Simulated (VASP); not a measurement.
# InSb3 (Fm-3m) in VASP: notebook, part 2 of 2

VASP 6.6.1.

## 4. Single point, PBE

This run uses another cell than the first one, of 27.86 Å³/atom.

INCAR reads:

```
PREC = Accurate ; ENCUT = 520
EDIFF = 1E-6 ; ISMEAR = -1
SIGMA = 0.05 ; LREAL = False
LASPH = True ; NELM = 80
ALGO = Normal ; ISIF = 2
LWAVE = False ; LCHARG = True
GGA = PE ; LELF = True
LVHAR = True ; NBANDS = 22
```

KPOINTS reads:

```
Automatic mesh
0
Gamma
  6 6 6
```

POSCAR reads:

```
InSb3
1.0
    0.0000000000      3.8196852357      3.8196852357
    3.8196852357      0.0000000000      3.8196852357
    3.8196852357      3.8196852357      0.0000000000
Sb In
3 1
Direct
    0.5000000000      0.5000000000      0.5000000000
    0.7500000000      0.7500000000      0.7500000000
    0.2500000000      0.2500000000      0.2500000000
    0.0000000000      0.0000000000      0.0000000000
```

Potentials or basis: VASP PAW PBE potentials, release 64 (Sb, In_d).

On the command line:

```bash
cat potpaw_PBE.64/Sb/POTCAR potpaw_PBE.64/In_d/POTCAR > POTCAR
mpirun -np 1 vasp_std > vasp.out
```

OUTCAR:

```text
PREC = Accurate
   ENCUT = 520
   EDIFF = 1E-6
   ISMEAR = -1
   LREAL = False
   LASPH = True
   NELM = 80
   ISIF = 2
   GGA = PE

 ion  position               nearest neighbor table
   1  0.500  0.500  0.500-   3 3.31   3 3.31   3 3.31   2 3.31   3 3.31   2 3.31   2 3.31   2 3.31
                             4 3.82   4 3.82   4 3.82   4 3.82   4 3.82   4 3.82
   2  0.750  0.750  0.750-   1 3.31   1 3.31   1 3.31   1 3.31   4 3.31   4 3.31   4 3.31   4 3.31

   3  0.250  0.250  0.250-   4 3.31   4 3.31   4 3.31   1 3.31   4 3.31   1 3.31   1 3.31   1 3.31

   4  0.000  0.000  0.000-   2 3.31   2 3.31   2 3.31   2 3.31   3 3.31   3 3.31   3 3.31   3 3.31
                             1 3.82   1 3.82   1 3.82   1 3.82   1 3.82   1 3.82

  LATTYP: Found a face centered cubic cell.
 ALAT       =     7.6393704714

  Lattice vectors:

 A1 = (   0.0000000000,   3.8196852357,   3.8196852357)
 A2 = (   3.8196852357,   0.0000000000,   3.8196852357)
 A3 = (   3.8196852357,   3.8196852357,   0.0000000000)

Analysis of symmetry for initial positions (statically):
=====================================================================
 Subroutine PRICEL returns:
 Original cell was already a primitive cell.

 Routine SETGRP: Setting up the symmetry group for a
 face centered cubic supercell.

 Subroutine GETGRP returns: Found 48 space group operations
 (whereof 48 operations were pure point group operations)
 out of a pool of 48 trial point group operations.

The static configuration has the point symmetry O_h .

Analysis of symmetry for dynamics (positions and initial velocities):
=====================================================================
 Subroutine PRICEL returns:
 Original cell was already a primitive cell.

 Routine SETGRP: Setting up the symmetry group for a
 face centered cubic supercell.

 Subroutine GETGRP returns: Found 48 space group operations
[... 114 lines left out ...]
   EFERMI_NEDOS =   21; number of points for ismear=-14 and -15
   IALGO  =     38    algorithm
   IMIX   =      4    mixing-type and parameters
     AMIX     =   0.40;   BMIX     =  1.00
     AMIX_MAG =   1.60;   BMIX_MAG =  1.00
  volume/ion in A,a.u.               =      27.86       188.04
  Fermi-wavevector in a.u.,A,eV,Ry     =   1.032975  1.952040 14.517933  1.067038
  Thomas-Fermi vector in A             =   2.167199
   LORBIT       =      0    0 simple, 1 ext, 2 COOP (PROOUT), +10 PAW based schemes
   GGA     = PE    functional components
   LHFCALC =     F    Hartree Fock is set to
   AEXX    =    0.0000 exact exchange contribution
   IVDW    =     0    specifies the selected vdW correction
   LEPSILON=     F    determine dielectric tensor
   LRPA    =     F    only Hartree local field effects (RPA)
 non-spin polarized calculation
  energy-cutoff  :      520.00
  volume of cell :      111.46
 maximum number of plane-waves:      3024
   NGX = 21   NGY = 21   NGZ = 21

 number of electron      27.9999996 magnetization

 Free energy of the ion-electron system (eV)
  ---------------------------------------------------
  ext. energy  EPLUGINS =         0.00000000
  ---------------------------------------------------
  free energy    TOTEN  =       -14.23687237 eV

  energy without entropy =      -14.20539672  energy(sigma->0) =      -14.22113454

 E-fermi :   7.8457     XC(G=0): -10.0486

 val. band max:        7.7433818927   @ k =   0.5000   0.3333   0.0000
 cond. band min:       7.8733615416   @ k =   0.5000   0.1667   0.0000
 fundamental gap:      0.1299796489
 Fermi energy:         7.8456650573

 k-point     1 :       0.0000    0.0000    0.0000
  band No.  band energies     occupation
      1      -6.8410      2.00000
      2      -6.8410      2.00000
      3      -6.8410      2.00000
      4      -6.8131      2.00000
      5      -6.8131      2.00000
      6      -4.3523      2.00000
[... 389 lines left out ...]
     21      12.0722      0.00000
     22      14.4832      0.00000

------------------------ aborting loop because EDIFF is reached ----------------------------------------

  FORCE on cell =-STRESS in cart. coord.  units (eV):
  Direction    XX          YY          ZZ          XY          YZ          ZX
  --------------------------------------------------------------------------------------
  -------------------------------------------------------------------------------------
  Total       -0.8346296     -0.8346296     -0.8346296      0.0000000      0.0000000      0.0000000
  in kB      -11.9975248    -11.9975248    -11.9975248      0.0000000      0.0000000      0.0000000
  external PRESSURE =     -11.9975248 kB  Pullay stress =       0.0000000 kB

 VOLUME and BASIS-vectors are now :
 -----------------------------------------------------------------------------
  energy-cutoff  :      520.00
  volume of cell :      111.46
      direct lattice vectors                 reciprocal lattice vectors
     0.000000000  3.819685236  3.819685236    -0.130900838  0.130900838  0.130900838
     3.819685236  0.000000000  3.819685236     0.130900838 -0.130900838  0.130900838
     3.819685236  3.819685236  0.000000000     0.130900838  0.130900838 -0.130900838

 POSITION                                       TOTAL-FORCE (eV/Angst)
 -----------------------------------------------------------------------------------
      3.81969      3.81969      3.81969        -0.000000     -0.000000      0.000000
      5.72953      5.72953      5.72953        -0.000000     -0.000000     -0.000000
      1.90984      1.90984      1.90984         0.000000      0.000000      0.000000
      0.00000      0.00000      0.00000        -0.000000     -0.000000      0.000000
 -----------------------------------------------------------------------------------
    total drift:                               -0.000000      0.000000      0.000000

  FREE ENERGIE OF THE ION-ELECTRON SYSTEM (eV)
  ---------------------------------------------------
  free  energy   TOTEN  =       -14.2368723695 eV

  energy  without entropy=      -14.2053967153  energy(sigma->0) =      -14.22113454
```

OSZICAR:

```text
N       E                     dE             d eps       ncg     rms          rms(c)
DAV:   1     0.186806540641E+03    0.18681E+03   -0.10979E+04   704   0.118E+03
DAV:   2     0.161635958415E+01   -0.18519E+03   -0.17805E+03   776   0.291E+02
DAV:   3    -0.137398243012E+02   -0.15356E+02   -0.14908E+02   886   0.855E+01
DAV:   4    -0.142584880238E+02   -0.51866E+00   -0.51657E+00   782   0.166E+01
DAV:   5    -0.142842091217E+02   -0.25721E-01   -0.25718E-01  1086   0.381E+00    0.345E+00
DAV:   6    -0.142437094785E+02    0.40500E-01   -0.78583E-02   940   0.317E+00    0.194E+00
DAV:   7    -0.142372394453E+02    0.64700E-02   -0.30877E-02   934   0.146E+00    0.356E-01
DAV:   8    -0.142368093580E+02    0.43009E-03   -0.22771E-03   830   0.471E-01    0.110E-01
DAV:   9    -0.142368735015E+02   -0.64144E-04   -0.31261E-04   782   0.113E-01    0.455E-02
DAV:  10    -0.142368715557E+02    0.19458E-05   -0.11858E-05   874   0.227E-02    0.113E-02
DAV:  11    -0.142368728045E+02   -0.12488E-05   -0.26241E-06   676   0.120E-02    0.537E-03
DAV:  12    -0.142368723695E+02    0.43498E-06   -0.38208E-07   412   0.502E-03
   1 F= -.14236872E+02 E0= -.14221135E+02  d E =-.314757E-01
```

Wall time 74 s (1 thread of Intel Xeon 8259CL, shared host); peak memory 0.25 GiB.

Results:

```yaml
Free_energy: -14.2369 eV
Pressure: -1.2 GPa
Band_gap_on_the_k_mesh: zero (bands 14 and 15 overlap by 3.36 eV)
```

Levels at points of the mesh, in eV from the Fermi level:
```
           k point  band 12  band 13  band 14  band 15  band 16  band 17
(0.00, 0.00, 0.00)    -2.51    -2.43    -2.43    -2.43    -0.77    -0.77
(0.50, 0.00, 0.00)    -2.64    -2.64    -0.38    -0.25     1.79     1.79
(0.50, 0.50, 0.00)     0.18     0.78     0.78     1.05     1.58     1.66
```

Caveat: spin-orbit coupling is left out, which moves the levels of the heavy elements.

## 5. Single point, LDA

This run uses another cell than the first one, of 28.41 Å³/atom.

INCAR reads:

```
PREC = Accurate
ENCUT = 520
EDIFF = 1E-6
ISMEAR = -1
SIGMA = 0.05
LREAL = F
LASPH = T
NELM = 100
ALGO = Normal
ISIF = 2
LWAVE = F
LCHARG = T
LELF = T
LVHAR = T
NBANDS = 22
```

KPOINTS is that of step 4.

POSCAR reads:

```
InSb3
1.0
    0.0000000000      3.8444890816      3.8444890816
    3.8444890816      0.0000000000      3.8444890816
    3.8444890816      3.8444890816      0.0000000000
Sb In
3 1
Direct
    0.5000000000      0.5000000000      0.5000000000
    0.7500000000      0.7500000000      0.7500000000
    0.2500000000      0.2500000000      0.2500000000
    0.0000000000      0.0000000000      0.0000000000
```

Potentials or basis: VASP PAW LDA potentials, release 64 (Sb, In_d).

On the command line:

```bash
cat potpaw_LDA.64/Sb/POTCAR potpaw_LDA.64/In_d/POTCAR > POTCAR
mpirun -np 1 vasp_std > vasp.out
```

It took 61 s on 1 thread of Intel Xeon 8259CL, shared host; peak memory 0.21 GiB.

Results (log left out):

| Item | Value |
| --- | --- |
| Free energy | -16.8058 eV |
| Pressure | -5.7 GPa |
| Band gap on the k mesh | zero (bands 14 and 15 overlap by 3.25 eV) |

Levels at points of the mesh, in eV from the Fermi level:
| k point | band 10 | band 11 | band 12 | band 13 | band 14 | band 15 | band 16 | band 17 | band 18 | band 19 |
| --- | --- | --- | --- | --- | --- | --- | --- | --- | --- | --- |
| (0.00, 0.00, 0.00) | -2.39 | -2.39 | -2.39 | -2.32 | -2.32 | -2.32 | -0.71 | -0.71 | -0.71 | 3.51 |
| (0.50, 0.00, 0.00) | -3.32 | -3.32 | -2.52 | -2.52 | -0.41 | -0.31 | 1.78 | 1.78 | 2.94 | 2.94 |
| (0.50, 0.50, 0.00) | -4.89 | -4.89 | 0.12 | 0.78 | 0.78 | 0.94 | 1.53 | 1.64 | 1.64 | 3.81 |

Caveat: the cell stands under tension; spin-orbit coupling is left out, which moves the levels of the heavy elements.

## 6. The runs side by side

```tsv
level	potentials or basis	cell	gap on the mesh (eV)	pressure (GPa)
PBE	VASP PAW PBE potentials, release 64 (Sb, In_d)	a = 5.366 Å, angles 60.0°, 4 atoms	none	-0.3
LDA	VASP PAW LDA potentials, release 64 (Sb, In_d)	a = 5.402 Å, angles 60.0°, 4 atoms	none	-5.0
PBE	VASP PAW PBE potentials, release 64 (Sb, In_d)	a = 5.402 Å, angles 60.0°, 4 atoms	none	-1.2
LDA	VASP PAW LDA potentials, release 64 (Sb, In_d)	a = 5.437 Å, angles 60.0°, 4 atoms	none	-5.7
```

Alike in all rows: task single point; no spin polarisation; k mesh 6 × 6 × 6; cutoff (eV) 520; smearing fermi-dirac 0.05 eV.

Caveats: spin-orbit coupling is left out, which moves the levels of the heavy elements; the cell stands under tension (at least some runs).

Total energies depend on the potentials used, so only differences within one code and one set of settings carry meaning.

The gap in the log of VASP goes by the Fermi energy; the results here count the filled bands.